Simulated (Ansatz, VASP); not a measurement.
C: VASP beside Ansatz

The input POSCAR:

```
C
1.0
    1.2279165312     -2.1268138194      0.0000000000
    1.2279165312      0.7089379398      3.5190776204
   -3.6837495935     -2.1268138194      0.0000000000
C
4
Direct
    0.4350921247      0.3025349998      0.7601135080
   -0.1347479197      0.5645897707      0.1156323784
    0.7140605860      0.6631597410      0.3236807854
   -0.0144047911      0.4697154886      0.8005733282
```

INCAR.step1

```
SYSTEM = C
ALGO = Normal
EDIFF = 1E-5
ENCUT = 660
GGA = PE
GGA_COMPAT = .FALSE.
ISMEAR = 0
LASPH = .TRUE.
LCHARG = .FALSE.
LREAL = .FALSE.
LWAVE = .TRUE.
NBANDS = 16
NELM = 120
PREC = Accurate
SIGMA = 0.05
```

Contents of INCAR.step2:

```
SYSTEM = C
ALGO = Normal
EDIFF = 1E-6
ENCUT = 660
GGA_COMPAT = .FALSE.
ISIF = 2
ISMEAR = 0
ISTART = 1
LASPH = .TRUE.
LCHARG = .FALSE.
LMIXTAU = .TRUE.
LREAL = .FALSE.
LWAVE = .FALSE.
METAGGA = R2SCAN
NBANDS = 16
NELM = 120
PREC = Accurate
SIGMA = 0.05
```

The input KPOINTS:

```
k-points
0
G
  10 8 6
  0 0 0
```

Input for Ansatz:

```yaml
crystal:
  lattice:
    - [1.2279165312, -2.1268138194, 0.0]
    - [1.2279165312, 0.7089379398, 3.5190776204]
    - [-3.6837495935, -2.1268138194, 0.0]
  atoms:
    - { symbol: C, position: [0.4350921247, 0.3025349998, 0.760113508] }
    - { symbol: C, position: [-0.1347479197, 0.5645897707, 0.1156323784] }
    - { symbol: C, position: [0.714060586, 0.663159741, 0.3236807854] }
    - { symbol: C, position: [-0.0144047911, 0.4697154886, 0.8005733282] }
basis:
  ecutwfc: 500
kpoints:
  mp_grid: { grid: [10, 8, 6] }
hamiltonian:
  xc: r2scan
scf:
  occupations: { method: gaussian, width: 0.05 }
output:
  forces: true
  stress: true
  eigenvalues: true
```

Change from the starting cell: all atoms moved at random, sigma 0.4 Å a component.

Alike in both runs: task single point; functional r2SCAN; k mesh 10 × 8 × 6; occupations gaussian, width 0.05 eV; no spin polarisation.

```csv
,VASP,Ansatz
version,VASP 6.6.1,Ansatz 0.2.0
potentials or method,"VASP PAW PBE potentials, release 64 (C), cutoff 660 eV","scalar-relativistic, plane waves, PAW"
valence electrons in the cell,16,16
```

|  | VASP | Ansatz | Ansatz less VASP |
| --- | --- | --- | --- |
| gap on the k mesh at the Fermi level (eV) | none | none | - |
| rms of the force components (eV/Å) | 32.530 | 31.247 | -1.2831 |

VASP's potentials were made for PBE, not for r2SCAN. Atom by atom the forces differ by 1.300 eV/Å (rms over components). A gap of «none» marks a metal or a gap that the smearing closes. With one functional, cell and mesh, what is left measures potentials, basis and numerics.
